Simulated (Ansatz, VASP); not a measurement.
# One calculation of WS2, two programs

```
W S
1.0
     3.14578    0.00000    0.00000
    -1.57289    2.72432    0.00000
     0.00000    0.00000   16.95342
W S
1 2
Direct
  0.30483 0.74453 0.00000
  0.66667 0.33333 0.90758
  0.66667 0.33333 0.09242
```

Alike in both runs: task single point; functional PBEsol; k mesh 12 × 12 × 2; occupations gaussian, width 0.05 eV; no spin polarisation.

|  | VASP | Ansatz |
| --- | --- | --- |
| version | VASP 6.6.1 | Ansatz 0.2.0 |
| potentials or method | VASP PAW PBE potentials, release 64 (W_sv, S), cutoff 520 eV | scalar-relativistic, plane waves, PAW |
| valence electrons in the cell | 26 | 26 |

```tsv
	VASP	Ansatz	Ansatz less VASP
gap on the k mesh at the Fermi level (eV)	1.16	1.16	+0.001
least direct gap on the mesh (eV)	1.26	1.26	-0.002
rms of the force components (eV/Å)	2.417	2.412	-0.0049
```

VASP's potentials were made for PBE, not for PBEsol. Atom by atom the forces differ by 0.010 eV/Å (rms over components). With one functional, cell and mesh, what is left measures potentials, basis and numerics.

Neither program's run includes spin-orbit coupling.
